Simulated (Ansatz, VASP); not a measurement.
**One calculation of BaF2, two programs**

```
Ba F
1.0
     0.00000    3.10346    3.10346
     3.10346    0.00000    3.10346
     3.10346    3.10346    0.00000
Ba F
1 2
Cartesian
  0.0000 0.0000 0.0000
  1.5517 1.5517 1.5517
  4.6552 4.6552 4.6552
```

Alike in both runs: functional PBE; dispersion D3(BJ); k mesh 6 × 6 × 6; occupations gaussian, width 0.02 eV; no spin polarisation.

Ansatz relaxed the structure, and its values are those at the end. VASP's run is a single point on that final structure, the one shown.

|  | VASP | Ansatz |
| --- | --- | --- |
| version | VASP 6.6.1 | Ansatz 0.2.0 |
| potentials or method | VASP PAW PBE potentials, release 64 (Ba_sv, F), cutoff 600 eV | scalar-relativistic, plane waves, PAW |
| valence electrons in the cell | 24 | 24 |

|  | VASP | Ansatz | Ansatz less VASP |
| --- | --- | --- | --- |
| gap on the k mesh at the Fermi level (eV) | 6.76 | 6.84 | +0.073 |
| least direct gap on the mesh (eV) | 6.83 | 6.91 | +0.084 |
| pressure (GPa) | 1.0 | 0.0 | -0.99 |

Neither program's run includes spin-orbit coupling.
